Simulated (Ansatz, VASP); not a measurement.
Mg5Se: VASP beside Ansatz

```xyz
6
Lattice="2.7399 -4.2572 0.0000 2.7399 4.2572 0.0000 0.0000 0.0000 7.3589" Properties=species:S:1:pos:R:3 pbc="T T T"
Mg    2.7399   -2.7663    2.1794
Mg    2.7399    2.7663    2.1794
Mg    2.7399   -2.7663    5.1794
Mg    2.7399    2.7663    5.1794
Mg    2.7399    0.0000    3.6794
Se    0.0000    0.0000    0.0000
```

Alike in both runs: functional PBE; k mesh 4 × 4 × 4; occupations gaussian, width 0.1 eV; no spin polarisation.

Ansatz relaxed the structure, and its values are those at the end. VASP's run is a single point on that final structure, the one shown.

|  | VASP | Ansatz |
| --- | --- | --- |
| version | VASP 6.6.1 | Ansatz 0.2.0 |
| potentials or method | VASP PAW PBE potentials, release 64 (Mg, Se), cutoff 520 eV | scalar-relativistic, plane waves, PAW |
| valence electrons in the cell | 16 | 66 |

```csv
,VASP,Ansatz,Ansatz less VASP
gap on the k mesh at the Fermi level (eV),none,none,-
pressure (GPa),-0.1,0.0,+0.07
rms of the force components (eV/Å),0.012,0.010,-0.0013
```

A gap of «none» marks a metal or a gap that the smearing closes. The functional is the same, so the differences come from potentials, cutoffs and numerics. VASP's potentials hold 16 valence electrons a cell and Ansatz's 66, so a difference there can come from the potentials and not from the codes.
